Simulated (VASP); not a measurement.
Zr3O, 4 atoms in the cell. Symmetry: Pm-3m, No. 221, cubic system. The conventional cell has a = 4.179 Å, b = 4.179 Å, c = 4.179 Å, α = 90.00°, β = 90.00°, γ = 90.00°. Zr (site symmetry 4/mmm) has 8 Zr at 2.96 Å and 4 O at 2.96 Å within 3.9 Å. O (site symmetry m-3m) has 12 Zr at 2.96 Å within 3.9 Å. 

```yaml
Program: VASP 6.6.1
Task: single point
Functional: r2SCAN
Potentials_or_basis: VASP PAW PBE potentials, release 64 (Zr_sv, O)
Cutoff: 520 eV
k_mesh: 12 × 12 × 12
Occupations: gaussian, width 0.1 eV
Spin: no spin polarisation
Dipole_correction: no
Further_INCAR_settings: ALGO = Normal; EDIFF = 1e-07; NBANDS = 29
```

Potentials or basis: VASP PAW PBE potentials, release 64 (Zr_sv, O).

The run is started by

```console
$ cat potpaw_PBE.64/Zr_sv/POTCAR potpaw_PBE.64/O/POTCAR > POTCAR
$ cp INCAR.step1 INCAR
$ mpirun -np 1 vasp_std > vasp.out
$ cp INCAR.step2 INCAR
$ mpirun -np 1 vasp_std > vasp.out
```

Hardware: 1 thread of Intel(R) Xeon(R) 6975P-C (Granite Rapids) (shared host).

Task: Estimate the wall time of this run.

Result: Run time: 3.8 min on 1 thread of Intel(R) Xeon(R) 6975P-C (Granite Rapids) (shared host), peak memory 0.27 GiB. Counts: k points 84.
